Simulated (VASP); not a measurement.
Si2Mo: single point with PBEsol

Crystal: Si2Mo.

```xyz
12
Lattice="-3.1901 0.0000 0.0000 0.0000 -3.1901 0.0000 0.0000 0.0000 17.6428" Properties=species:S:1:pos:R:3 pbc="T T T"
Si    0.0000    0.0000   14.9980
Si   -1.5950   -1.5950   11.0873
Si    0.0000    0.0000    7.1766
Si   -1.5950   -1.5950    3.2659
Si    0.0000    0.0000    1.9353
Si   -1.5950   -1.5950   13.6674
Si    0.0000    0.0000    9.7567
Si   -1.5950   -1.5950    5.8460
Mo   -1.5950   -1.5950    8.4666
Mo   -3.1901   -3.1901    4.5560
Mo   -1.5950   -1.5950    0.6453
Mo   -3.1901   -3.1901   12.3773
```

This cell differs from its parent crystal: the distance across one plane changed.

```json
{
  "Program": "VASP 6.6.1",
  "Task": "single point",
  "Functional": "PBEsol",
  "Potentials or basis": "VASP PAW PBE potentials, release 64 (Si, Mo_sv)",
  "Cutoff": "520 eV",
  "k mesh": "15 × 15 × 3",
  "Occupations": "gaussian, width 0.15 eV",
  "Spin": "no spin polarisation"
}
```

```json
{
 "Pressure": "-4.1 GPa",
 "Largest force": "1.155 eV/Å",
 "Band gap on the k mesh": "zero (bands 44 and 45 overlap by 0.74 eV)"
}
```

Forces in eV/Å, atoms in the order of the input:
```
Si   0.000  0.000  0.807
Si   0.000  0.000 -0.112
Si   0.000  0.000 -0.102
Si   0.000  0.000 -0.770
Si   0.000  0.000 -1.155
Si   0.000  0.000  0.352
Si   0.000  0.000 -0.045
Si   0.000  0.000  0.025
Mo   0.000  0.000  0.074
Mo   0.000  0.000  0.159
Mo   0.000  0.000  0.837
Mo   0.000  0.000 -0.069
```

Stress tensor (GPa, compression positive):
```
-4.35  0.00  0.00
 0.00 -4.35  0.00
 0.00  0.00 -3.51
```

Levels at points of the mesh, in eV from the Fermi level:
```tsv
k point	band 40	band 41	band 42	band 43	band 44	band 45	band 46	band 47	band 48	band 49
(0.00, 0.00, 0.00)	-0.54	0.12	0.35	0.35	0.54	0.60	0.65	1.31	1.50	1.50
```

Wall time 6.7 min on 1 thread of Intel(R) Xeon(R) 6975P-C (Granite Rapids), with other jobs on the host, peak memory 0.61 GiB.

Caveat: the cell differs from its parent crystal (the distance across one plane changed); the cell stands under tension; the PAW data sets were made with another functional, which shifts forces and pressure a little.
